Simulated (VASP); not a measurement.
# Sn (Immm) in VASP: single point with PBEsol+D3(BJ)

Aim: the single point of Sn with PBEsol+D3(BJ).

Program: VASP 6.6.1. These are calculated values, not measurements. Logs are shortened: lines on timing, memory, paths and dates and some standing lists are left out, and cuts for length are marked.

### Step 1. The cell of the first run

It takes space group Immm (No. 71, orthorhombic). Conventional cell: a = 3.453 Å, b = 3.551 Å, c = 4.677 Å, α = 90.00°, β = 90.00°, γ = 90.00°. Within 4.7 Å of Sn (site symmetry mmm) lie 14 Sn at 3.41 to 4.68 Å.

### Step 2. Single point, PBEsol+D3(BJ)

INCAR

```
SYSTEM = Sn
PREC = Accurate
ENCUT = 500
EDIFF = 1E-6
ISMEAR = 0
SIGMA = 0.1
LREAL = .FALSE.
LASPH = .TRUE.
NELM = 120
ALGO = Normal
ISIF = 2
LWAVE = .FALSE.
LCHARG = .TRUE.
GGA = PS
IVDW = 12
LELF = .TRUE.
LVHAR = .TRUE.
NBANDS = 13
GGA_COMPAT = .FALSE.
```

KPOINTS

```
regular mesh
0
G
  16 16 16
  0 0 0
```

POSCAR

```
Sn
1.0
   -1.7265390000      1.7755470000      2.3383420000
    1.7265390000     -1.7755470000      2.3383420000
    1.7265390000      1.7755470000     -2.3383420000
Sn
1
Direct
    0.0000000000      0.0000000000      0.0000000000
```

Potentials or basis: VASP PAW PBE potentials, release 64 (Sn_d).

Started as:

```sh
> cat potpaw_PBE.64/Sn_d/POTCAR > POTCAR
> mpirun -np 1 vasp_std > vasp.out
```

OUTCAR:

```text
SYSTEM = Sn
   PREC = Accurate
   ENCUT = 500
   EDIFF = 1E-6
   ISMEAR = 0
   LREAL = .FALSE.
   LASPH = .TRUE.
   NELM = 120
   ISIF = 2
   GGA = PS
   IVDW = 12
 IVDW          = 12

 ion  position               nearest neighbor table
   1  0.000  0.000  0.000-

  LATTYP: Found a body centered orthorhombic cell.
 ALAT       =     3.4530780000
 B/A-ratio  =     1.0283851103
 C/A-ratio  =     1.3543522620

  Lattice vectors:

 A1 = (  -1.7265390000,   1.7755470000,   2.3383420000)
 A2 = (   1.7265390000,  -1.7755470000,   2.3383420000)
 A3 = (   1.7265390000,   1.7755470000,  -2.3383420000)

Analysis of symmetry for initial positions (statically):
=====================================================================
 Subroutine PRICEL returns:
 Original cell was already a primitive cell.

 Routine SETGRP: Setting up the symmetry group for a
 body centered orthorhombic supercell.

 Subroutine GETGRP returns: Found  8 space group operations
 (whereof  8 operations were pure point group operations)
 out of a pool of  8 trial point group operations.

The static configuration has the point symmetry D_2h.

Analysis of symmetry for dynamics (positions and initial velocities):
=====================================================================
 Subroutine PRICEL returns:
 Original cell was already a primitive cell.

 Routine SETGRP: Setting up the symmetry group for a
 body centered orthorhombic supercell.

 Subroutine GETGRP returns: Found  8 space group operations
 (whereof  8 operations were pure point group operations)
 out of a pool of  8 trial point group operations.

The dynamic configuration has the point symmetry D_2h.

 Subroutine INISYM returns: Found  8 space group operations
 (whereof  8 operations are pure point group operations),
 and found     1 'primitive' translations

----------------------------------------------------------------------------------------

                                     Primitive cell

  volume of cell :      28.6732

  direct lattice vectors                    reciprocal lattice vectors
    -1.726539000  1.775547000  2.338342000     0.000000000  0.281603359  0.213826720
     1.726539000 -1.775547000  2.338342000     0.289596702  0.000000000  0.213826720
     1.726539000  1.775547000 -2.338342000     0.289596702  0.281603359  0.000000000

  length of vectors
     3.406075069  3.406075069  3.406075069     0.353584952  0.359983494  0.403938983

  position of ions in fractional coordinates (direct lattice)
     0.000000000  0.000000000  0.000000000

  ion indices of the primitive-cell ions
   primitive index   ion index
                 1           1

----------------------------------------------------------------------------------------

 KPOINTS: regular mesh

Automatic generation of k-mesh.
 Grid dimensions read from file:
 generate k-points for:   16   16   16

 Generating k-lattice:

  Cartesian coordinates                     Fractional coordinates (reciprocal lattice)
     0.000000000  0.017600210  0.013364170     0.062500000  0.000000000 -0.000000000
     0.018099794  0.000000000  0.013364170     0.000000000  0.062500000  0.000000000
     0.018099794  0.017600210  0.000000000    -0.000000000  0.000000000  0.062500000

  Length of vectors
     0.022099059  0.022498968  0.025246186

  Shift w.r.t. Gamma in fractional coordinates (k-lattice)
     0.000000000  0.000000000  0.000000000

 Subroutine IBZKPT returns following result:
 ===========================================

 Found    621 irreducible k-points:

 Following reciprocal coordinates:
            Coordinates               Weight
  0.000000  0.000000  0.000000      1.000000
  0.062500  0.000000  0.000000      4.000000
  0.125000  0.000000  0.000000      4.000000
  0.187500  0.000000  0.000000      4.000000
  0.250000  0.000000  0.000000      4.000000
  0.312500  0.000000 -0.000000      4.000000
[... 16 lines left out ...]
 -0.187500  0.062500  0.000000      8.000000
 -0.125000  0.062500  0.000000      8.000000
 [... further k-points ...]
   k-points           NKPTS =    621   k-points in BZ     NKDIM =    621   number of bands    NBANDS=     13
   number of dos      NEDOS =    301   number of ions     NIONS =      1
   total plane-waves  NPLWV =  21952
   dimension x,y,z NGX =    28 NGY =   28 NGZ =   28
   dimension x,y,z NGXF=    56 NGYF=   56 NGZF=   56
   ions per type =               1
   NGX,Y,Z   is equivalent  to a cutoff of  13.67, 13.67, 13.67 a.u.
   NGXF,Y,Z  is equivalent  to a cutoff of  27.33, 27.33, 27.33 a.u.
 SYSTEM =  Sn
   PREC   = accura    normal or accurate (medium, high low for compatibility)
   ISTART =      0    job   : 0-new  1-cont  2-samecut
   ICHARG =      2    charge: 1-file 2-atom 10-const
   ISPIN  =      1    spin polarized calculation?
   LNONCOLLINEAR =      F non collinear calculations
   LSORBIT =      F    spin-orbit coupling
   LASPH  =      T    aspherical Exc in radial PAW
   ENCUT  =  500.0 eV  36.75 Ry    6.06 a.u.   6.21  6.21  6.21*2*pi/ulx,y,z
   NELM   =    120;   NELMIN=  2; NELMDL= -5     # of ELM steps
   EDIFF  = 0.1E-05   stopping-criterion for ELM
   LREAL  =      F    real-space projection
   EDIFFG = 0.1E-04   stopping-criterion for IOM
   NSW    =      0    number of steps for IOM
   IBRION =     -1    ionic relax: 0-MD 1-quasi-New 2-CG
   NFREE  =      0    steps in history (QN), initial steepest desc. (CG)
   ISIF   =      2    stress and relaxation
   ISYM   =      2    0-nonsym 1-usesym 2-fastsym
   POTIM  = 0.5000    time-step for ionic-motion
   TEBEG  =    0.0;   TEEND  =   0.0 temperature during run
   PSTRESS=    0.0 pullay stress
   NELECT =      14.0000    total number of electrons
   NUPDOWN=      -1.0000    fix difference up-down
   EMIN   =  10.00;   EMAX   =-10.00  energy-range for DOS
   EFERMI =   0.00;   METHOD = LEGACY
   ISMEAR =     0;   SIGMA  =   0.10  broadening in eV -4-tet -1-fermi 0-gaus
   EFERMI_NEDOS =   21; number of points for ismear=-14 and -15
   IALGO  =     38    algorithm
   IMIX   =      4    mixing-type and parameters
     AMIX     =   0.40;   BMIX     =  1.00
     AMIX_MAG =   1.60;   BMIX_MAG =  1.00
  volume/ion in A,a.u.               =      28.67       193.50
  Fermi-wavevector in a.u.,A,eV,Ry     =   1.289116  2.436076 22.610433  1.661820
  Thomas-Fermi vector in A             =   2.421028
   LORBIT       =      0    0 simple, 1 ext, 2 COOP (PROOUT), +10 PAW based schemes
   GGA     = PS    functional components
   LHFCALC =     F    Hartree Fock is set to
   AEXX    =    0.0000 exact exchange contribution
   IVDW    =    12    specifies the selected vdW correction
   LEPSILON=     F    determine dielectric tensor
   LRPA    =     F    only Hartree local field effects (RPA)
 non-spin polarized calculation
 Gauss-broadening in eV      SIGMA  =   0.10
  energy-cutoff  :      500.00
  volume of cell :       28.67
 maximum number of plane-waves:       743
 NGX is ok and might be reduce to    28
   NGX = 13   NGY = 13   NGZ = 13

 number of electron      13.9999998 magnetization

 Free energy of the ion-electron system (eV)
  ---------------------------------------------------
  ext. energy  EPLUGINS =         0.00000000
  ---------------------------------------------------
  free energy    TOTEN  =        -4.20881634 eV

  energy without entropy =       -4.20567642  energy(sigma->0) =       -4.20724638

 E-fermi :   7.3515     XC(G=0): -10.2532

 val. band max:        7.3449478399   @ k =  -0.3750   0.1250   0.0625
 cond. band min:       7.3557637457   @ k =  -0.4375  -0.3125   0.1250
 fundamental gap:      0.0108159059
 Fermi energy:         7.3515439175

 k-point     1 :       0.0000    0.0000    0.0000
  band No.  band energies     occupation
      1     -14.0949      2.00000
      2     -14.0805      2.00000
      3     -14.0601      2.00000
      4     -14.0304      2.00000
      5     -13.9955      2.00000
      6      -3.4227      2.00000
      7      14.3659      0.00000
      8      14.5107      0.00000
      9      14.9129      0.00000
     10      17.9754      0.00000
     11      18.4898      0.00000
     12      18.9899      0.00000
     13      19.1568      0.00000

 k-point     2 :       0.0625    0.0000    0.0000
  band No.  band energies     occupation
      1     -14.0930      2.00000
      2     -14.0776      2.00000
      3     -14.0596      2.00000
      4     -14.0298      2.00000
      5     -13.9959      2.00000
      6      -3.3474      2.00000
      7      13.5503      0.00000
      8      14.3876      0.00000
      9      14.7595      0.00000
     10      17.5053      0.00000
     11      18.9037      0.00000
     12      19.3676      0.00000
     13      19.9531      0.00000

 k-point     3 :       0.1250    0.0000    0.0000
  band No.  band energies     occupation
      1     -14.0882      2.00000
      2     -14.0715      2.00000
      3     -14.0580      2.00000
      4     -14.0261      2.00000
      5     -13.9965      2.00000
      6      -3.1212      2.00000
      7      11.8125      0.00000
      8      14.2064      0.00000
      9      14.3854      0.00000
     10      17.1872      0.00000
     11      19.3297      0.00000
     12      19.7397      0.00000
     13      20.6376      0.00000
[... 305 lines left out ...]
 k-point    23 :      -0.1875    0.0625    0.0000
  band No.  band energies     occupation
      1     -14.0903      2.00000
      2     -14.0642      2.00000
      3     -14.0507      2.00000
      4     -14.0246      2.00000
      5     -13.9920      2.00000
      6      -2.8316      2.00000
      7      10.6538      0.00000
      8      13.3637      0.00000
      9      13.9837      0.00000
     10      17.0588      0.00000
     11      18.6121      0.00000
     12      19.9278      0.00000
     13      20.4427      0.00000

 k-point    24 :      -0.1250    0.0625    0.0000
  band No.  band energies     occupation
      1     -14.0937      2.00000
      2     -14.0704      2.00000
      3     -14.0530      2.00000
      4     -14.0310      2.00000
      5     -13.9942      2.00000
      6      -3.1531      2.00000
      7      12.4966      0.00000
      8      13.6968      0.00000
      9      14.3365      0.00000
     10      16.9915      0.00000
     11      19.2657      0.00000
     12      19.7848      0.00000
     13      20.0146      0.00000

 [... further k-points ...]

------------------------ aborting loop because EDIFF is reached ----------------------------------------

 Edisp (eV)   -0.36825

 E8    (eV) :    -0.2595

  FORCE on cell =-STRESS in cart. coord.  units (eV):
  Direction    XX          YY          ZZ          XY          YZ          ZX
  --------------------------------------------------------------------------------------
  -------------------------------------------------------------------------------------
  Total      -0.97419    -1.07958    -1.04758     0.00000     0.00000     0.00000
  in kB     -54.43507   -60.32364   -58.53603     0.00000     0.00000     0.00000
  external pressure =      -57.76 kB  Pullay stress =        0.00 kB

 VOLUME and BASIS-vectors are now :
 -----------------------------------------------------------------------------
  energy-cutoff  :      500.00
  volume of cell :       28.67
      direct lattice vectors                 reciprocal lattice vectors
    -1.726539000  1.775547000  2.338342000     0.000000000  0.281603359  0.213826720
     1.726539000 -1.775547000  2.338342000     0.289596702  0.000000000  0.213826720
     1.726539000  1.775547000 -2.338342000     0.289596702  0.281603359  0.000000000

 POSITION                                       TOTAL-FORCE (eV/Angst)
 -----------------------------------------------------------------------------------
      0.00000      0.00000      0.00000         0.000000     -0.000000     -0.000000
 -----------------------------------------------------------------------------------
    total drift:                               -0.000000     -0.000000     -0.000000

  FREE ENERGIE OF THE ION-ELECTRON SYSTEM (eV)
  ---------------------------------------------------
  free  energy   TOTEN  =        -4.5770708470 eV

  energy  without entropy=       -4.5739309336  energy(sigma->0) =       -4.57550089
```

Run time: 5.4 min. Hardware: 1 thread of Intel Xeon 8259CL, shared host; peak memory 0.33 GiB.

What came out:

| Item | Value |
| --- | --- |
| Free energy | -4.5771 eV |
| Pressure | -5.8 GPa |
| Band gap on the k mesh | zero (bands 7 and 8 overlap by 9.00 eV) |
| Dispersion energy per atom | -0.368 eV |

Caveat: the cell stands under tension; the PAW data sets were made with another functional, which shifts forces and pressure a little; spin-orbit coupling is left out, which moves the levels of the heavy elements.
